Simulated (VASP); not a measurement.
Write the native input for VASP 6.6.1 that does the following.

- Task: relaxation of cell and atoms
- Functional: PBE
- Potentials or basis: VASP PAW PBE potentials, release 64 (W_sv, Se)
- Cutoff: 600 eV
- k mesh: 12 × 12 × 12
- Occupations: gaussian, width 0.1 eV
- Spin: collinear spin
- Starting moments: [3.92, -0.49] μB
- Hubbard terms: W d U = 6.2 eV
- Dipole correction: no
- Further INCAR settings: ALGO = Normal; EDIFF = 1e-06; IBRION = 2; EDIFFG = -0.01; NSW = 100; ISIF = 3

The structure of WSe lies in POSCAR:

```
WSe
1.0
    3.5486714803      0.0000000000      0.0000000000
    0.0000000000      3.5486714803      0.0000000000
    0.0000000000      0.0000000000      3.5486714803
W Se
1 1
Direct
    0.0000000000      0.0000000000      0.0000000000
    0.5000000000      0.5000000000      0.5000000000
```

The input as run:

INCAR

```
SYSTEM = WSe
  ALGO = Normal
  EDIFF = 1E-6
  EDIFFG = -0.01
  ENCUT = 600
  GGA = PE
  IBRION = 2
  ISIF = 3
  ISMEAR = 0
  ISPIN = 2
  LASPH = .TRUE.
  LCHARG = .FALSE.
  LDAU = .TRUE.
  LDAUJ = 0 0
  LDAUL = 2 -1
  LDAUPRINT = 1
  LDAUTYPE = 2
  LDAUU = 6.2 0
  LMAXMIX = 4
  LORBIT = 11
  LREAL = .FALSE.
  LWAVE = .FALSE.
  MAGMOM = 3.92 -0.49
  NELM = 150
  NSW = 100
  PREC = Accurate
  SIGMA = 0.1
```

KPOINTS

```
k-points
0
G
  12 12 12
  0 0 0
```

Potentials or basis: VASP PAW PBE potentials, release 64 (W_sv, Se).

The run is started by

```bash
$ cat potpaw_PBE.64/W_sv/POTCAR potpaw_PBE.64/Se/POTCAR > POTCAR
$ mpirun -np 1 vasp_std > vasp.out
```

It gave:

The relaxed volume is 17.57 Å³/atom, the relaxed cell is a = 3.276 Å, b = 3.276 Å, c = 3.276 Å, α = 90.00°, β = 90.00°, γ = 90.00° and the space group after relaxing (to 0.1 Å) is Pm-3m (No. 221). The energy gained by relaxing is 332.1 meV/atom. The ionic steps are 18 and the pressure after relaxing is 0.0 GPa. The net moment is 1.91 μB per cell, the site moments are W +1.77; Se -0.19 μB and the valence electrons inside the program's atomic spheres are W 11.71; Se 3.83.

Caveat: the volume moved by over 15 % at a fixed basis, so the end points are rough.

Run time: 6.4 min on 1 thread of AMD EPYC 9R45 (Zen 5) (shared host), peak memory 0.24 GiB.
